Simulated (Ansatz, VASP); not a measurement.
Two plane-wave programs on As2Se

```
CELL_PARAMETERS angstrom
-3.52942 3.52942 2.65357
3.52942 -3.52942 2.65357
3.52942 3.52942 -2.65357
ATOMIC_POSITIONS crystal
As 0.87500 0.12500 0.75000
As 0.37500 0.12500 0.25000
As 0.87500 0.62500 0.75000
As 0.87500 0.12500 0.25000
Se 0.50000 0.50000 0.00000
Se 0.25000 0.75000 0.50000
```

Alike in both runs: task relaxation of cell and atoms; functional r2SCAN; k mesh 8 × 8 × 8; occupations gaussian, width 0.1 eV; no spin polarisation.

|  | VASP | Ansatz |
| --- | --- | --- |
| version | VASP 6.6.1 | Ansatz 0.2.0 |
| potentials or method | VASP PAW PBE potentials, release 64 (As, Se), cutoff 600 eV | scalar-relativistic, plane waves, PAW |
| valence electrons in the cell | 32 | 92 |

```csv
,VASP,Ansatz,Ansatz less VASP
"gap on the k mesh at the Fermi level, each at its own relaxed structure (eV)",none,none,-
relaxed volume (Å³/atom),21.57,21.59,+0.012
relaxed length of the cell vector where the two differ most in proportion (Å),5.618,5.619,+0.0010
```

VASP's potentials were made for PBE, not for r2SCAN. A gap of «none» marks a metal or a gap that the smearing closes. VASP's potentials hold 32 valence electrons a cell and Ansatz's 92, so a difference there can come from the potentials and not from the codes.
